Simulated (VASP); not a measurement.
# LiF (P6_3mc) in VASP: further runs

The runs below take LiF through single point, with LDA.

Everything below comes from runs of VASP 6.6.1. Logs are shortened: lines on timing, memory, paths and dates and some standing lists are left out, and cuts for length are marked.

### Step 1. The cell of the first run

It takes space group P6_3mc (No. 186, hexagonal). The conventional cell has a = 3.014 Å, b = 3.014 Å, c = 4.709 Å, α = 90.00°, β = 90.00°, γ = 120.00°. Li (site symmetry 3m) has 4 F at 1.81 to 1.82 Å within 2.4 Å. Within 2.4 Å of F (site symmetry 3m) lie 4 Li at 1.81 to 1.82 Å.

### Step 2. Single point, LDA

INCAR

```
SYSTEM = LiF
PREC     = Accurate       ! precision mode
ENCUT    = 520            ! plane-wave cutoff, eV
EDIFF    = 1E-7           ! SCF threshold, eV
ISMEAR   = 0              ! smearing method
SIGMA    = 0.05           ! smearing width, eV
LREAL    = .False.        ! projectors in reciprocal space
LASPH    = .True.         ! aspherical terms in the spheres
NELM     = 60             ! most SCF steps
ALGO     = Normal         ! electronic algorithm
ISIF     = 2              ! what is computed and relaxed
LWAVE    = .False.        ! write WAVECAR
LCHARG   = .True.         ! write CHGCAR
LELF     = .True.         ! ELF
LVHAR    = .True.       
NBANDS   = 18             ! bands
```

KPOINTS

```
regular mesh
0
Gamma
  9 9 6
  0 0 0
```

POSCAR

```
LiF
1.0
    3.0140916337      0.0000000000      0.0000000000
   -1.5070458168      2.6102799241      0.0000000000
    0.0000000000      0.0000000000      4.7086139501
Li F
2 2
Direct
    0.3333333333      0.6666666667      0.3746202181
    0.6666666667      0.3333333333      0.8746202181
    0.3333333333      0.6666666667      0.9910195924
    0.6666666667      0.3333333333      0.4910195924
```

Potentials or basis: VASP PAW LDA potentials, release 64 (Li_sv, F).

Run with:

```
$ cat potpaw_LDA.64/Li_sv/POTCAR potpaw_LDA.64/F/POTCAR > POTCAR
$ mpirun -np 1 vasp_std > vasp.out
```

OUTCAR:

```text
SYSTEM = LiF
   PREC = Accurate
   ENCUT = 520
   EDIFF = 1E-7
   ISMEAR = 0
   LREAL = .False.
   LASPH = .True.
   NELM = 60
   ISIF = 2

 ion  position               nearest neighbor table
   1  0.333  0.667  0.375-   3 1.81   4 1.82   4 1.82   4 1.82
   2  0.667  0.333  0.875-   4 1.81   3 1.82   3 1.82   3 1.82
   3  0.333  0.667  0.991-   1 1.81   2 1.82   2 1.82   2 1.82
   4  0.667  0.333  0.491-   2 1.81   1 1.82   1 1.82   1 1.82

  LATTYP: Found a hexagonal cell.
 ALAT       =     3.0140916337
 C/A-ratio  =     1.5622000000

  Lattice vectors:

 A1 = (   3.0140916337,   0.0000000000,   0.0000000000)
 A2 = (  -1.5070458168,   2.6102799241,   0.0000000000)
 A3 = (   0.0000000000,   0.0000000000,   4.7086139501)

Analysis of symmetry for initial positions (statically):
=====================================================================
 Subroutine PRICEL returns:
 Original cell was already a primitive cell.

 Routine SETGRP: Setting up the symmetry group for a
 hexagonal supercell.

 Subroutine GETGRP returns: Found 12 space group operations
 (whereof  6 operations were pure point group operations)
 out of a pool of 24 trial point group operations.

The static configuration has the point symmetry C_3v.
 The point group associated with its full space group is C_6v.

Analysis of symmetry for dynamics (positions and initial velocities):
=====================================================================
 Subroutine PRICEL returns:
 Original cell was already a primitive cell.

 Routine SETGRP: Setting up the symmetry group for a
 hexagonal supercell.

 Subroutine GETGRP returns: Found 12 space group operations
 (whereof  6 operations were pure point group operations)
 out of a pool of 24 trial point group operations.

The dynamic configuration has the point symmetry C_3v.
 The point group associated with its full space group is C_6v.

 Subroutine INISYM returns: Found 12 space group operations
 (whereof  6 operations are pure point group operations),
 and found     1 'primitive' translations

----------------------------------------------------------------------------------------

                                     Primitive cell

  volume of cell :      37.0456

  direct lattice vectors                    reciprocal lattice vectors
     3.014091634  0.000000000  0.000000000     0.331774916  0.191550337  0.000000000
    -1.507045817  2.610279924  0.000000000     0.000000000  0.383100675  0.000000000
     0.000000000  0.000000000  4.708613950     0.000000000  0.000000000  0.212376723
[... 91 lines left out ...]
   NSW    =      0    number of steps for IOM
   IBRION =     -1    ionic relax: 0-MD 1-quasi-New 2-CG
   NFREE  =      0    steps in history (QN), initial steepest desc. (CG)
   ISIF   =      2    stress and relaxation
   ISYM   =      2    0-nonsym 1-usesym 2-fastsym
   POTIM  = 0.5000    time-step for ionic-motion
   TEBEG  =    0.0;   TEEND  =   0.0 temperature during run
   PSTRESS=    0.0 pullay stress
   NELECT =      20.0000    total number of electrons
   NUPDOWN=      -1.0000    fix difference up-down
   EMIN   =  10.00;   EMAX   =-10.00  energy-range for DOS
   EFERMI =   0.00;   METHOD = LEGACY
   ISMEAR =     0;   SIGMA  =   0.05  broadening in eV -4-tet -1-fermi 0-gaus
   EFERMI_NEDOS =   21; number of points for ismear=-14 and -15
   IALGO  =     38    algorithm
   IMIX   =      4    mixing-type and parameters
     AMIX     =   0.40;   BMIX     =  1.00
     AMIX_MAG =   1.60;   BMIX_MAG =  1.00
  volume/ion in A,a.u.               =       9.26        62.50
  Fermi-wavevector in a.u.,A,eV,Ry     =   1.333028  2.519058 24.177060  1.776964
  Thomas-Fermi vector in A             =   2.461918
   LORBIT       =      0    0 simple, 1 ext, 2 COOP (PROOUT), +10 PAW based schemes
   GGA     = CA    functional components
   LHFCALC =     F    Hartree Fock is set to
   AEXX    =    0.0000 exact exchange contribution
   IVDW    =     0    specifies the selected vdW correction
   LEPSILON=     F    determine dielectric tensor
   LRPA    =     F    only Hartree local field effects (RPA)
 non-spin polarized calculation
 Gauss-broadening in eV      SIGMA  =   0.05
  energy-cutoff  :      520.00
  volume of cell :       37.05
 maximum number of plane-waves:      1025
 NGX is ok and might be reduce to    24

 number of electron      20.0000003 magnetization

 Free energy of the ion-electron system (eV)
  ---------------------------------------------------
  ext. energy  EPLUGINS =         0.00000000
  ---------------------------------------------------
  free energy    TOTEN  =       -20.80721107 eV

  energy without entropy =      -20.80721107  energy(sigma->0) =      -20.80721107

 E-fermi :  -2.0901     XC(G=0):  -9.8678

 val. band max:       -2.4490155054   @ k =   0.0000   0.0000   0.0000
 cond. band min:       5.4385440356   @ k =   0.0000   0.0000   0.0000
 fundamental gap:      7.8875595410
 Fermi energy:        -2.0901149478

 k-point     1 :       0.0000    0.0000    0.0000
  band No.  band energies     occupation
      1     -41.5668      2.00000
      2     -41.4992      2.00000
      3     -21.5647      2.00000
      4     -21.2993      2.00000
      5      -4.8752      2.00000
      6      -2.9593      2.00000
[... 481 lines left out ...]
      5      -4.7166      2.00000
      6      -3.8229      2.00000
[... 10 lines left out ...]
     17      16.3852      0.00000
     18      19.1888      0.00000

 [... further k-points ...]

------------------------ aborting loop because EDIFF is reached ----------------------------------------

  FORCE on cell =-STRESS in cart. coord.  units (eV):
  Direction    XX          YY          ZZ          XY          YZ          ZX
  --------------------------------------------------------------------------------------
  -------------------------------------------------------------------------------------
  Total       -0.0896296     -0.0896296      0.1418390     -0.0000000      0.0000000      0.0000000
  in kB       -3.8763702     -3.8763702      6.1343641     -0.0000000      0.0000000      0.0000000
  external PRESSURE =      -0.5394588 kB  Pullay stress =       0.0000000 kB

 VOLUME and BASIS-vectors are now :
 -----------------------------------------------------------------------------
  energy-cutoff  :      520.00
  volume of cell :       37.05
      direct lattice vectors                 reciprocal lattice vectors
     3.014091634  0.000000000  0.000000000     0.331774916  0.191550337  0.000000000
    -1.507045817  2.610279924  0.000000000     0.000000000  0.383100675  0.000000000
     0.000000000  0.000000000  4.708613950     0.000000000  0.000000000  0.212376723

 POSITION                                       TOTAL-FORCE (eV/Angst)
 -----------------------------------------------------------------------------------
     -0.00000      1.74019      1.76394        -0.000000      0.000000      0.093051
      1.50705      0.87009      4.11825         0.000000     -0.000000      0.093051
     -0.00000      1.74019      4.66633        -0.000000      0.000000     -0.093051
      1.50705      0.87009      2.31202         0.000000      0.000000     -0.093051
 -----------------------------------------------------------------------------------
    total drift:                                0.000000      0.000000     -0.000508

  FREE ENERGIE OF THE ION-ELECTRON SYSTEM (eV)
  ---------------------------------------------------
  free  energy   TOTEN  =       -20.8072110711 eV

  energy  without entropy=      -20.8072110711  energy(sigma->0) =      -20.80721107
```

OSZICAR:

```text
N       E                     dE             d eps       ncg     rms          rms(c)
DAV:   1     0.113490423168E+03    0.11349E+03   -0.11002E+04  1744   0.121E+03
DAV:   2    -0.122401124086E+02   -0.12573E+03   -0.12323E+03  1964   0.298E+02
DAV:   3    -0.221317055425E+02   -0.98916E+01   -0.98305E+01  3264   0.603E+01
DAV:   4    -0.222141828474E+02   -0.82477E-01   -0.82411E-01  2176   0.738E+00
DAV:   5    -0.222150930852E+02   -0.91024E-03   -0.91006E-03  2336   0.596E-01    0.696E+00
DAV:   6    -0.208353150938E+02    0.13798E+01   -0.34687E+00  1812   0.145E+01    0.216E+00
DAV:   7    -0.208166667102E+02    0.18648E-01   -0.11458E-01  1952   0.241E+00    0.138E+00
DAV:   8    -0.208080569825E+02    0.86097E-02   -0.42923E-02  2358   0.196E+00    0.321E-01
DAV:   9    -0.208070519659E+02    0.10050E-02   -0.52223E-03  2034   0.615E-01    0.841E-02
DAV:  10    -0.208072155320E+02   -0.16357E-03   -0.26326E-04  1888   0.138E-01    0.252E-02
DAV:  11    -0.208072112510E+02    0.42809E-05   -0.16719E-05  2304   0.399E-02    0.602E-03
DAV:  12    -0.208072111020E+02    0.14906E-06   -0.11505E-06  2848   0.846E-03    0.133E-03
DAV:  13    -0.208072110711E+02    0.30932E-07   -0.44641E-08  1410   0.205E-03
   1 F= -.20807211E+02 E0= -.20807211E+02  d E =-.243923E-26
```

stdout:

```text
POSCAR found type information on POSCAR LiF
 POSCAR found :  2 types and       4 ions
 scaLAPACK will be used
 LDA part: xc-table for (Slater(with rela. corr.)+CA(PZ))
 , standard interpolation
 POSCAR, INCAR and KPOINTS ok, starting setup
 FFT: planning ... GRIDC
 FFT: planning ... GRID_SOFT
 FFT: planning ... GRID
 WAVECAR not read
 entering main loop
```

Wall time 18 s (1 thread of Intel Xeon Platinum 8259CL at 2.50GHz (Skylake/Cascade Lake), shared host); peak memory 0.14 GiB.

Results:

- Free energy: -20.8072 eV
- Largest force: 0.093 eV/Å
- Band gap on the k mesh: 7.89 eV

Forces in eV/Å, atoms in the order of the input:
```
Li   0.000  0.000  0.093
Li   0.000  0.000  0.093
F    0.000  0.000 -0.093
F    0.000  0.000 -0.093
```

Caveat: the cell differs from its parent crystal (atoms shifted along a free coordinate, c/a of the conventional cell at fixed volume 1.5622); the cutoff is under 1.25 times the usual one of these potentials, so pressure, stress and relaxed cells hold a basis-set (Pulay) error.

### Step 3. Single point, LDA

This run uses another cell than the first one, of the same volume but with other edges.

INCAR

```
PREC     = Accurate       # precision mode
ENCUT    = 520            # plane-wave cutoff, eV
EDIFF    = 1E-6           # SCF threshold, eV
ISMEAR   = 0              # smearing method
SIGMA    = 0.05           # smearing width, eV
LREAL    = F              # projectors in reciprocal space
LASPH    = T              # aspherical terms in the spheres
NELM     = 100            # most SCF steps
ALGO     = Normal         # electronic algorithm
ISIF     = 2              # what is computed and relaxed
LWAVE    = F              # write WAVECAR
LCHARG   = T              # write CHGCAR
LELF     = T              # ELF
LVHAR    = T            
NBANDS   = 18             # bands
```

KPOINTS

```
Automatic mesh
0
Gamma
  9 9 6
```

POSCAR

```
LiF
1.0
    2.9533413869      0.0000000000      0.0000000000
   -1.4766706934      2.5576686671      0.0000000000
    0.0000000000      0.0000000000      4.9043187070
Li F
2 2
Direct
    0.3333333333      0.6666666667      0.3933365971
    0.6666666667      0.3333333333      0.8933365971
    0.3333333333      0.6666666667      0.9910195924
    0.6666666667      0.3333333333      0.4910195924
```

Potentials or basis: VASP PAW LDA potentials, release 64 (Li_sv, F).

Run with:

```
$ cat potpaw_LDA.64/Li_sv/POTCAR potpaw_LDA.64/F/POTCAR > POTCAR
$ mpirun -np 1 vasp_std > vasp.out
```

Run time: 16 s. Hardware: 1 thread of Intel Xeon Platinum 8259CL at 2.50GHz (Skylake/Cascade Lake), shared host; peak memory 0.14 GiB.

Results (log left out):

```yaml
Free_energy: -20.7332 eV
Largest_force: 0.371 eV/Å
Band_gap_on_the_k_mesh: 7.85 eV
```

Forces in eV/Å, atoms in the order of the input:
```
Li   0.000  0.000 -0.371
Li   0.000  0.000 -0.371
F    0.000  0.000  0.371
F    0.000  0.000  0.371
```

Levels at points of the mesh, in eV from the valence-band top:
| k point | band 6 | band 7 | band 8 | band 9 | band 10 | band 11 | band 12 | band 13 | band 14 | band 15 |
| --- | --- | --- | --- | --- | --- | --- | --- | --- | --- | --- |
| (0.00, 0.00, 0.00) | -0.46 | -0.46 | -0.19 | -0.19 | 0.00 | 7.85 | 11.85 | 15.46 | 19.12 | 19.12 |
| (0.00, 0.00, 0.50) | -1.35 | -0.32 | -0.32 | -0.32 | -0.32 | 9.56 | 9.56 | 17.34 | 17.34 | 19.41 |

Caveat: the cell differs from its parent crystal (atoms shifted along a free coordinate, c/a of the conventional cell at fixed volume 1.6606); the cutoff is under 1.25 times the usual one of these potentials, so pressure, stress and relaxed cells hold a basis-set (Pulay) error.

### Step 4. Single point, LDA (9.26 Å³/atom, c/a of the conventional cell at fixed volume 1.4146)

INCAR

```
PREC = Accurate ; ENCUT = 520
EDIFF = 1E-6 ; ISMEAR = 0
SIGMA = 0.05 ; LREAL = False
LASPH = True ; NELM = 100
ALGO = Normal ; ISIF = 2
LWAVE = False ; LCHARG = False
GGA = CA ; NBANDS = 18
```

KPOINTS is that of step 3.

POSCAR

```
LiF
1.0
    3.1154738578      0.0000000000      0.0000000000
   -1.5577369289      2.6980795057      0.0000000000
    0.0000000000      0.0000000000      4.4071493192
Li F
2 2
Direct
    0.3333333333      0.6666666667      0.4120529761
    0.6666666667      0.3333333333      0.9120529761
    0.3333333333      0.6666666667      0.9910195924
    0.6666666667      0.3333333333      0.4910195924
```

Potentials or basis: VASP PAW LDA potentials, release 64 (Li_sv, F).

Run with:

```
$ cat potpaw_LDA.64/Li_sv/POTCAR potpaw_LDA.64/F/POTCAR > POTCAR
$ mpirun -np 1 vasp_std > vasp.out
```

OUTCAR:

```text
PREC = Accurate
   ENCUT = 520
   EDIFF = 1E-6
   ISMEAR = 0
   LREAL = False
   LASPH = True
   NELM = 100
   ISIF = 2
   GGA = CA

 ion  position               nearest neighbor table
   1  0.333  0.667  0.412-   4 1.83   4 1.83   4 1.83   3 1.86
   2  0.667  0.333  0.912-   3 1.83   3 1.83   3 1.83   4 1.86
   3  0.333  0.667  0.991-   2 1.83   2 1.83   2 1.83   1 1.86
   4  0.667  0.333  0.491-   1 1.83   1 1.83   1 1.83   2 1.86

  LATTYP: Found a hexagonal cell.
[... 705 lines left out ...]
  FORCE on cell =-STRESS in cart. coord.  units (eV):
  Direction    XX          YY          ZZ          XY          YZ          ZX
  --------------------------------------------------------------------------------------
  -------------------------------------------------------------------------------------
  Total       -0.2969698     -0.2969698     -0.2176246      0.0000000      0.0000000      0.0000000
  in kB      -12.8435851    -12.8435851     -9.4120027      0.0000000      0.0000000      0.0000000
  external PRESSURE =     -11.6997243 kB  Pullay stress =       0.0000000 kB

 VOLUME and BASIS-vectors are now :
 -----------------------------------------------------------------------------
  energy-cutoff  :      520.00
  volume of cell :       37.05
      direct lattice vectors                 reciprocal lattice vectors
     3.115473858  0.000000000  0.000000000     0.320978460  0.185317000  0.000000000
    -1.557736929  2.698079506  0.000000000     0.000000000  0.370634000  0.000000000
     0.000000000  0.000000000  4.407149319     0.000000000  0.000000000  0.226904043

 POSITION                                       TOTAL-FORCE (eV/Angst)
 -----------------------------------------------------------------------------------
     -0.00000      1.79872      1.81598        -0.000000      0.000000      0.010463
      1.55774      0.89936      4.01955         0.000000     -0.000000      0.010463
     -0.00000      1.79872      4.36757        -0.000000     -0.000000     -0.010463
      1.55774      0.89936      2.16400        -0.000000      0.000000     -0.010463
 -----------------------------------------------------------------------------------
    total drift:                               -0.000001     -0.000001     -0.000042

  FREE ENERGIE OF THE ION-ELECTRON SYSTEM (eV)
  ---------------------------------------------------
  free  energy   TOTEN  =       -20.8061026567 eV

  energy  without entropy=      -20.8061026567  energy(sigma->0) =      -20.80610266
```

OSZICAR:

```text
N       E                     dE             d eps       ncg     rms          rms(c)
DAV:   1     0.114774912068E+03    0.11477E+03   -0.10822E+04  1736   0.121E+03
DAV:   2    -0.122037333069E+02   -0.12698E+03   -0.12430E+03  1938   0.299E+02
DAV:   3    -0.221027916053E+02   -0.98991E+01   -0.98343E+01  3250   0.613E+01
DAV:   4    -0.221928248387E+02   -0.90033E-01   -0.89910E-01  2136   0.747E+00
DAV:   5    -0.221939031638E+02   -0.10783E-02   -0.10779E-02  2224   0.649E-01    0.688E+00
DAV:   6    -0.208409346500E+02    0.13530E+01   -0.34002E+00  1802   0.143E+01    0.216E+00
DAV:   7    -0.208175696238E+02    0.23365E-01   -0.98946E-02  1980   0.229E+00    0.136E+00
DAV:   8    -0.208067644311E+02    0.10805E-01   -0.39791E-02  2370   0.192E+00    0.305E-01
DAV:   9    -0.208059419164E+02    0.82251E-03   -0.47331E-03  1992   0.595E-01    0.843E-02
DAV:  10    -0.208061130114E+02   -0.17109E-03   -0.25365E-04  1876   0.132E-01    0.343E-02
DAV:  11    -0.208061030550E+02    0.99564E-05   -0.27953E-05  2158   0.508E-02    0.688E-03
DAV:  12    -0.208061026567E+02    0.39829E-06   -0.11792E-06  1662   0.112E-02
   1 F= -.20806103E+02 E0= -.20806103E+02  d E =-.601776E-13
```

stdout:

```text
POSCAR found type information on POSCAR LiF
 POSCAR found :  2 types and       4 ions
 scaLAPACK will be used
 LDA part: xc-table for (Slater(with rela. corr.)+CA(PZ))
 , standard interpolation
 POSCAR, INCAR and KPOINTS ok, starting setup
 FFT: planning ... GRIDC
 FFT: planning ... GRID_SOFT
 FFT: planning ... GRID
 WAVECAR not read
 entering main loop
```

It took 16 s on 1 thread of Intel Xeon Platinum 8259CL at 2.50GHz (Skylake/Cascade Lake), shared host; peak memory 0.14 GiB.

Results:

| Quantity | Value |
| --- | --- |
| Free energy | -20.8061 eV |
| Largest force | 0.010 eV/Å |
| Band gap on the k mesh | 7.62 eV |

Forces in eV/Å, atoms in the order of the input:
```
Li   0.000  0.000  0.010
Li   0.000  0.000  0.010
F    0.000  0.000 -0.010
F    0.000  0.000 -0.010
```

Caveat: the cell differs from its parent crystal (c/a of the conventional cell at fixed volume 1.4146); the cutoff is under 1.25 times the usual one of these potentials, so pressure, stress and relaxed cells hold a basis-set (Pulay) error.

[end of part 1 of 2]
